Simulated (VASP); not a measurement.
# Au (Fm-3m) in VASP: notebook

The runs below take Au through single point, with PBEsol.

Everything below comes from runs of VASP 6.6.1. Logs are shortened: lines on timing, memory, paths and dates and some standing lists are left out, and cuts for length are marked.

### Step 1. The cell of the first run

It takes space group Fm-3m (No. 225, cubic). Conventional cell: a = 4.056 Å, b = 4.056 Å, c = 4.056 Å, α = 90.00°, β = 90.00°, γ = 90.00°. Within 3.8 Å of Au (site symmetry m-3m) lie 12 Au at 2.87 Å.

### Step 2. Single point, PBEsol

The input, INCAR:

```
PREC = Accurate
ENCUT = 520
EDIFF = 1E-7
ISMEAR = -1
SIGMA = 0.05
LREAL = False
LASPH = True
NELM = 100
ALGO = Normal
ISIF = 2
LWAVE = False
LCHARG = True
GGA = PS
LELF = True
LVHAR = True
NBANDS = 12
```

The input, KPOINTS:

```
regular mesh
0
Gamma
  18 18 18
```

The input, POSCAR:

```
Au
1.0
    0.0000000000      2.0280740122      2.0280740122
    2.0280740122      0.0000000000      2.0280740122
    2.0280740122      2.0280740122      0.0000000000
Au
1
Direct
    0.0000000000      0.0000000000      0.0000000000
```

Potentials or basis: VASP PAW PBE potentials, release 64 (Au).

Command:

```bash
$ cat potpaw_PBE.64/Au/POTCAR > POTCAR
$ mpirun -np 1 vasp_std > vasp.out
```

OUTCAR:

```text
PREC = Accurate
   ENCUT = 520
   EDIFF = 1E-7
   ISMEAR = -1
   LREAL = False
   LASPH = True
   NELM = 100
   ISIF = 2
   GGA = PS

 ion  position               nearest neighbor table
   1  0.000  0.000  0.000-

  LATTYP: Found a face centered cubic cell.
 ALAT       =     4.0561480244

  Lattice vectors:

 A1 = (   0.0000000000,   2.0280740122,   2.0280740122)
 A2 = (   2.0280740122,   0.0000000000,   2.0280740122)
 A3 = (   2.0280740122,   2.0280740122,   0.0000000000)

Analysis of symmetry for initial positions (statically):
=====================================================================
 Subroutine PRICEL returns:
 Original cell was already a primitive cell.

 Routine SETGRP: Setting up the symmetry group for a
 face centered cubic supercell.

 Subroutine GETGRP returns: Found 48 space group operations
 (whereof 48 operations were pure point group operations)
 out of a pool of 48 trial point group operations.

The static configuration has the point symmetry O_h .

Analysis of symmetry for dynamics (positions and initial velocities):
=====================================================================
 Subroutine PRICEL returns:
 Original cell was already a primitive cell.

 Routine SETGRP: Setting up the symmetry group for a
 face centered cubic supercell.

 Subroutine GETGRP returns: Found 48 space group operations
 (whereof 48 operations were pure point group operations)
 out of a pool of 48 trial point group operations.

The dynamic configuration has the point symmetry O_h .

 Subroutine INISYM returns: Found 48 space group operations
 (whereof 48 operations are pure point group operations),
 and found     1 'primitive' translations

----------------------------------------------------------------------------------------

                                     Primitive cell

  volume of cell :      16.6833

  direct lattice vectors                    reciprocal lattice vectors
     0.000000000  2.028074012  2.028074012    -0.246539326  0.246539326  0.246539326
     2.028074012  0.000000000  2.028074012     0.246539326 -0.246539326  0.246539326
     2.028074012  2.028074012  0.000000000     0.246539326  0.246539326 -0.246539326

  length of vectors
     2.868129774  2.868129774  2.868129774     0.427018639  0.427018639  0.427018639

  position of ions in fractional coordinates (direct lattice)
     0.000000000  0.000000000  0.000000000

[... 81 lines left out ...]
   ISIF   =      2    stress and relaxation
   ISYM   =      2    0-nonsym 1-usesym 2-fastsym
   POTIM  = 0.5000    time-step for ionic-motion
   TEBEG  =    0.0;   TEEND  =   0.0 temperature during run
   PSTRESS=    0.0 pullay stress
   NELECT =      11.0000    total number of electrons
   NUPDOWN=      -1.0000    fix difference up-down
   EMIN   =  10.00;   EMAX   =-10.00  energy-range for DOS
   EFERMI =   0.00;   METHOD = LEGACY
   ISMEAR =    -1;   SIGMA  =   0.05  broadening in eV -4-tet -1-fermi 0-gaus
   EFERMI_NEDOS =   21; number of points for ismear=-14 and -15
   IALGO  =     38    algorithm
   IMIX   =      4    mixing-type and parameters
     AMIX     =   0.40;   BMIX     =  1.00
     AMIX_MAG =   1.60;   BMIX_MAG =  1.00
  volume/ion in A,a.u.               =      16.68       112.58
  Fermi-wavevector in a.u.,A,eV,Ry     =   1.424881  2.692635 27.623716  2.030286
  Thomas-Fermi vector in A             =   2.545325
   LORBIT       =      0    0 simple, 1 ext, 2 COOP (PROOUT), +10 PAW based schemes
   GGA     = PS    functional components
   LHFCALC =     F    Hartree Fock is set to
   AEXX    =    0.0000 exact exchange contribution
   IVDW    =     0    specifies the selected vdW correction
   LEPSILON=     F    determine dielectric tensor
   LRPA    =     F    only Hartree local field effects (RPA)
 non-spin polarized calculation
  energy-cutoff  :      520.00
  volume of cell :       16.68
 maximum number of plane-waves:       464
 NGX is ok and might be reduce to    24
   NGX = 11   NGY = 11   NGZ = 11

 number of electron      10.9999999 magnetization

 Free energy of the ion-electron system (eV)
  ---------------------------------------------------
  ext. energy  EPLUGINS =         0.00000000
  ---------------------------------------------------
  free energy    TOTEN  =        -3.92196739 eV

  energy without entropy =       -3.91961914  energy(sigma->0) =       -3.92079327

 E-fermi :   9.6197     XC(G=0): -13.0106

 val. band max:        9.6109745712   @ k =   0.4444   0.4444   0.0000
 cond. band min:       9.6305158933   @ k =   0.5000   0.2778   0.1111
 fundamental gap:      0.0195413221
 Fermi energy:         9.6197153597

 k-point     1 :       0.0000    0.0000    0.0000
  band No.  band energies     occupation
      1      -0.5116      2.00000
      2       4.8432      2.00000
      3       4.8432      2.00000
      4       4.8432      2.00000
      5       6.4316      2.00000
      6       6.4316      2.00000
      7      24.1067      0.00000
      8      28.2240      0.00000
      9      28.2240      0.00000
     10      28.2240      0.00000
     11      33.1591      0.00000
     12      38.0649      0.00000
[... 331 lines left out ...]
 k-point    24 :      -0.2222    0.0556    0.0000
  band No.  band energies     occupation
      1       1.3219      2.00000
      2       4.5511      2.00000
      3       5.1588      2.00000
      4       5.2001      2.00000
      5       6.3270      2.00000
      6       6.8299      2.00000
      7      21.3264      0.00000
      8      25.2641      0.00000
      9      28.3626      0.00000
     10      30.5649      0.00000
     11      31.2751      0.00000
     12      32.6905      0.00000

 [... further k-points ...]

------------------------ aborting loop because EDIFF is reached ----------------------------------------

  FORCE on cell =-STRESS in cart. coord.  units (eV):
  Direction    XX          YY          ZZ          XY          YZ          ZX
  --------------------------------------------------------------------------------------
  -------------------------------------------------------------------------------------
  Total        0.3585263      0.3585263      0.3585263      0.0000000     -0.0000000      0.0000000
  in kB       34.4310416     34.4310416     34.4310416      0.0000000     -0.0000000      0.0000000
  external PRESSURE =      34.4310416 kB  Pullay stress =       0.0000000 kB

 VOLUME and BASIS-vectors are now :
 -----------------------------------------------------------------------------
  energy-cutoff  :      520.00
  volume of cell :       16.68
      direct lattice vectors                 reciprocal lattice vectors
     0.000000000  2.028074012  2.028074012    -0.246539326  0.246539326  0.246539326
     2.028074012  0.000000000  2.028074012     0.246539326 -0.246539326  0.246539326
     2.028074012  2.028074012  0.000000000     0.246539326  0.246539326 -0.246539326

 POSITION                                       TOTAL-FORCE (eV/Angst)
 -----------------------------------------------------------------------------------
      0.00000      0.00000      0.00000         0.000000     -0.000000     -0.000000
 -----------------------------------------------------------------------------------
    total drift:                                0.000000      0.000000      0.000000

  FREE ENERGIE OF THE ION-ELECTRON SYSTEM (eV)
  ---------------------------------------------------
  free  energy   TOTEN  =        -3.9219673902 eV

  energy  without entropy=       -3.9196191437  energy(sigma->0) =       -3.92079327
```

OSZICAR:

```text
N       E                     dE             d eps       ncg     rms          rms(c)
DAV:   1     0.486494143486E+02    0.48649E+02   -0.56020E+03  4872   0.818E+02
DAV:   2    -0.355907054440E+01   -0.52208E+02   -0.49666E+02  5572   0.188E+02
DAV:   3    -0.425792184605E+01   -0.69885E+00   -0.69828E+00  5624   0.209E+01
DAV:   4    -0.426020298775E+01   -0.22811E-02   -0.22810E-02  5684   0.137E+00
DAV:   5    -0.426021897382E+01   -0.15986E-04   -0.15986E-04  5760   0.109E-01    0.103E+01
DAV:   6    -0.394943303000E+01    0.31079E+00   -0.81680E-01  5072   0.730E+00    0.628E+00
DAV:   7    -0.392507778853E+01    0.24355E-01   -0.78773E-02  5552   0.225E+00    0.292E+00
DAV:   8    -0.392198048611E+01    0.30973E-02   -0.20743E-03  5288   0.428E-01    0.313E-01
DAV:   9    -0.392196461647E+01    0.15870E-04   -0.10726E-05  5664   0.303E-02    0.105E-02
DAV:  10    -0.392196735399E+01   -0.27375E-05   -0.11498E-06  5728   0.825E-03    0.814E-04
DAV:  11    -0.392196739018E+01   -0.36188E-07   -0.54256E-08  3900   0.195E-03
   1 F= -.39219674E+01 E0= -.39207933E+01  d E =-.234825E-02
```

stdout:

```text
POSCAR found type information on POSCAR Au
 POSCAR found :  1 types and       1 ions
 scaLAPACK will be used
 -----------------------------------------------------------------------------
|                                                                             |
|                                                                             |
|     You enforced a specific xc type in the INCAR file but a different       |
|     I HOPE YOU KNOW WHAT YOU ARE DOING!                                     |
|                                                                             |
 -----------------------------------------------------------------------------

 LDA part: xc-table for (Slater+PW92), standard interpolation
 POSCAR, INCAR and KPOINTS ok, starting setup
 FFT: planning ... GRIDC
 FFT: planning ... GRID_SOFT
 FFT: planning ... GRID
 WAVECAR not read
 entering main loop
```

Wall time 39 s (1 thread of Intel Xeon Platinum 8375C at 2.90GHz (Ice Lake), shared host); peak memory 0.17 GiB.

Results:

| Item | Value |
| --- | --- |
| Free energy | -3.9220 eV |
| Pressure | 3.4 GPa |

Caveat: the PAW data sets were made with another functional, which shifts forces and pressure a little; spin-orbit coupling is left out, which moves the levels of the heavy elements.

### Step 3. Single point, PBEsol

This run uses another cell than the first one, of 17.02 Å³/atom, 1.020 times its volume.

The input, INCAR:

```
SYSTEM = Au
  ALGO = Normal
  EDIFF = 1E-6
  ENCUT = 520
  GGA = PS
  ISIF = 2
  ISMEAR = -1
  LASPH = .TRUE.
  LCHARG = .TRUE.
  LELF = .TRUE.
  LREAL = .FALSE.
  LVHAR = .TRUE.
  LWAVE = .FALSE.
  NBANDS = 12
  NELM = 100
  PREC = Accurate
  SIGMA = 0.05
```

The input, KPOINTS:

```
k-points
0
G
  18 18 18
  0 0 0
```

The input, POSCAR:

```
Au
1.0
    0.0000000000      2.0417776307      2.0417776307
    2.0417776307      0.0000000000      2.0417776307
    2.0417776307      2.0417776307      0.0000000000
Au
1
Direct
    0.0000000000      0.0000000000      0.0000000000
```

Potentials or basis: VASP PAW PBE potentials, release 64 (Au).

Command:

```bash
$ cat potpaw_PBE.64/Au/POTCAR > POTCAR
$ mpirun -np 1 vasp_std > vasp.out
```

Wall time 33 s (1 thread of Intel Xeon Platinum 8375C at 2.90GHz (Ice Lake), shared host); peak memory 0.17 GiB.

It converged, with:

```yaml
Free_energy: -3.9255 eV
Pressure: -0.3 GPa
```

Levels at points of the mesh, in eV from the Fermi level:
```tsv
k point	band 3	band 4	band 5	band 6	band 7	band 8	band 9	band 10
(0.00, 0.00, 0.00)	-4.66	-4.66	-3.12	-3.12	14.53	18.53	18.53	18.53
(0.50, 0.00, 0.00)	-4.69	-1.92	-1.92	-1.00	3.09	13.97	17.13	17.13
(0.50, 0.50, 0.00)	-1.96	-1.59	-1.59	0.98	5.78	9.98	9.98	17.20
```

Caveat: the PAW data sets were made with another functional, which shifts forces and pressure a little; spin-orbit coupling is left out, which moves the levels of the heavy elements.

### Step 4. Single point, PBEsol

This run uses another cell than the first one, of 17.36 Å³/atom, 1.041 times its volume.

The input, INCAR:

```
SYSTEM = Au
  ALGO = Normal
  EDIFF = 1E-6
  ENCUT = 520
  GGA = PS
  ISIF = 2
  ISMEAR = -1
  LASPH = .TRUE.
  LCHARG = .FALSE.
  LREAL = .FALSE.
  LWAVE = .FALSE.
  NBANDS = 12
  NELM = 80
  PREC = Accurate
  SIGMA = 0.05
```

KPOINTS is that of step 3.

The input, POSCAR:

```
Au
1.0
    0.0000000000      2.0552997309      2.0552997309
    2.0552997309      0.0000000000      2.0552997309
    2.0552997309      2.0552997309      0.0000000000
Au
1
Direct
    0.0000000000      0.0000000000      0.0000000000
```

Command:

```bash
$ cat potpaw_PBE.64/Au/POTCAR > POTCAR
$ mpirun -np 1 vasp_std > vasp.out
```

Wall time 32 s (1 thread of Intel Xeon Platinum 8375C at 2.90GHz (Ice Lake), shared host); peak memory 0.17 GiB.

It converged, with:

```
Free energy : -3.9217 eV
Pressure    : -3.5 GPa
```

Levels at points of the mesh, in eV from the Fermi level:
| k point | band 2 | band 3 | band 4 | band 5 | band 6 | band 7 | band 8 | band 9 | band 10 | band 11 |
| --- | --- | --- | --- | --- | --- | --- | --- | --- | --- | --- |
| (0.00, 0.00, 0.00) | -4.54 | -4.54 | -4.54 | -3.06 | -3.06 | 14.56 | 18.45 | 18.45 | 18.45 | 23.25 |
| (0.50, 0.00, 0.00) | -4.57 | -4.57 | -1.90 | -1.90 | -0.90 | 2.99 | 14.00 | 16.99 | 16.99 | 24.64 |
| (0.50, 0.50, 0.00) | -6.55 | -1.94 | -1.58 | -1.58 | 1.05 | 5.63 | 9.94 | 9.94 | 17.00 | 19.57 |

Caveat: the PAW data sets were made with another functional, which shifts forces and pressure a little; spin-orbit coupling is left out, which moves the levels of the heavy elements.

### Step 5. The runs side by side

| cell | gap on the mesh (eV) | pressure (GPa) |
| --- | --- | --- |
| a = 2.868 Å, angles 60.0°, 1 atom | none | 3.4 |
| a = 2.888 Å, angles 60.0°, 1 atom | none | -0.3 |
| a = 2.907 Å, angles 60.0°, 1 atom | none | -3.5 |

Alike in all rows: task single point; level PBEsol; potentials or basis VASP PAW PBE potentials, release 64 (Au); no spin polarisation; k mesh 18 × 18 × 18; cutoff (eV) 520; smearing fermi-dirac 0.05 eV.

Caveats: the PAW data sets were made with another functional, which shifts forces and pressure a little; spin-orbit coupling is left out, which moves the levels of the heavy elements.

Total energies depend on the potentials used, so only differences within one code and one set of settings carry meaning.
